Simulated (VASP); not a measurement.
Wanted: the native input for a VASP 6.6.1 run.

| Item | Value |
| --- | --- |
| Task | single point |
| Functional | PBE |
| Potentials or basis | VASP PAW PBE potentials, release 64 (Na_pv, F) |
| Cutoff | 520 eV |
| k mesh | 6 × 6 × 6 |
| Occupations | gaussian, width 0.1 eV |
| Spin | no spin polarisation |
| Dipole correction | no |
| Further INCAR settings | ALGO = Normal; EDIFF = 1e-06; NBANDS = 14 |

The structure of NaF lies in POSCAR:

```
NaF
1.0
    2.9313277198      0.0000000000      0.0000000000
    0.0000000000      2.9313277198      0.0000000000
    0.0000000000      0.0000000000      2.9313277198
Na F
1 1
Direct
    0.0000000000      0.0000000000      0.0000000000
    0.5000000000      0.5000000000      0.5000000000
```

This cell differs from its parent crystal: Li replaced by Na, lengths x 1.123, strained.

The input as run:

INCAR

```
ALGO = Normal ; EDIFF = 1E-6
ENCUT = 520 ; GGA = PE
ISIF = 2 ; ISMEAR = 0
LASPH = T ; LCHARG = F
LREAL = F ; LWAVE = F
NBANDS = 14 ; NELM = 60
PREC = Accurate ; SIGMA = 0.1
```

KPOINTS

```
k-points
0
Gamma
  6 6 6
```

Potentials or basis: VASP PAW PBE potentials, release 64 (Na_pv, F).

Launch:

```sh
$ cat potpaw_PBE.64/Na_pv/POTCAR potpaw_PBE.64/F/POTCAR > POTCAR
$ mpirun -np 1 vasp_std > vasp.out
```

Results of the run:

- Pressure: -3.1 GPa
- Band gap on the k mesh: 5.26 eV (least direct gap 5.54 eV)

Caveat: the cell differs from its parent crystal (Li replaced by Na, lengths x 1.123, strained); the cell stands under tension.

It took 8.2 s on 1 thread of Intel Xeon 8259CL, with other jobs on the host, peak memory 0.13 GiB.
